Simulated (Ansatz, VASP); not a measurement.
# One calculation of Ta3N, two programs

INCAR

```
SYSTEM = Ta3N
PREC     = Accurate       ! precision mode
ENCUT    = 520            ! plane-wave cutoff, eV
EDIFF    = 1E-6           ! SCF threshold, eV
ISMEAR   = 0              ! smearing method
SIGMA    = 0.15           ! smearing width, eV
LREAL    = .False.        ! projectors in reciprocal space
LASPH    = .True.         ! aspherical terms in the spheres
NELM     = 60             ! most SCF steps
ALGO     = Normal         ! electronic algorithm
ISIF     = 2              ! what is computed and relaxed
LWAVE    = .False.        ! write WAVECAR
LCHARG   = .True.         ! write CHGCAR
GGA      = PS             ! functional
LELF     = .True.         ! ELF
LVHAR    = .True.       
NBANDS   = 27             ! bands
```

The input KPOINTS:

```
regular mesh
0
Gamma
  12 12 6
  0 0 0
```

The input POSCAR:

```
Ta3N
1.0
    3.0005045844      0.0000000000      0.0000000000
   -1.5002522922      2.5985131942      0.0000000000
    0.0000000000      0.0000000000      7.4499251172
Ta N
3 1
Direct
    0.1609634404      0.1435986872      0.4563817422
    0.2796788532      0.6188004376      0.1871254077
    0.6130121865      0.2854671043      0.8419534309
   -0.0536544801     -0.0478662291      0.0145394193
```

Input for Ansatz:

```yaml
crystal:
  lattice:
    - [3.0005045844, 0.0, 0.0]
    - [-1.5002522922, 2.5985131942, 0.0]
    - [0.0, 0.0, 7.4499251172]
  atoms:
    - { symbol: Ta, position: [0.1609634404, 0.1435986872, 0.4563817422] }
    - { symbol: Ta, position: [0.2796788532, 0.6188004376, 0.1871254077] }
    - { symbol: Ta, position: [0.6130121865, 0.2854671043, 0.8419534309] }
    - { symbol: "N", position: [-0.0536544801, -0.0478662291, 0.0145394193] }
basis:
  ecutwfc: 420
kpoints:
  mp_grid: { grid: [12, 12, 6] }
hamiltonian:
  xc: pbesol
scf:
  occupations: { method: gaussian, width: 0.15 }
output:
  forces: true
  stress: true
  eigenvalues: true
```

Change from the starting cell: atom 1 moved 0.75 Å.

Alike in both runs: task single point; functional PBEsol; k mesh 12 × 12 × 6; occupations gaussian, width 0.15 eV; no spin polarisation.

|  | VASP | Ansatz |
| --- | --- | --- |
| version | VASP 6.6.1 | Ansatz 0.2.0 |
| potentials or method | VASP PAW PBE potentials, release 64 (Ta_pv, N), cutoff 520 eV | scalar-relativistic, plane waves, PAW |
| valence electrons in the cell | 38 | 44 |

|  | VASP | Ansatz | Ansatz less VASP |
| --- | --- | --- | --- |
| gap on the k mesh at the Fermi level (eV) | none | none | - |
| pressure (GPa) | 13.3 | 12.6 | -0.64 |
| traceless stress, the component that is largest in VASP (GPa) | 8.56 | 8.41 | -0.156 |
| rms of the force components (eV/Å) | 2.561 | 2.543 | -0.0179 |

VASP's potentials were made for PBE, not for PBEsol. Atom by atom the forces differ by 0.025 eV/Å (rms over components). A gap of «none» marks a metal or a gap that the smearing closes. With one functional, cell and mesh, what is left measures potentials, basis and numerics. VASP's potentials hold 38 valence electrons a cell and Ansatz's 44, so a difference there can come from the potentials and not from the codes.

Neither program's run includes spin-orbit coupling.
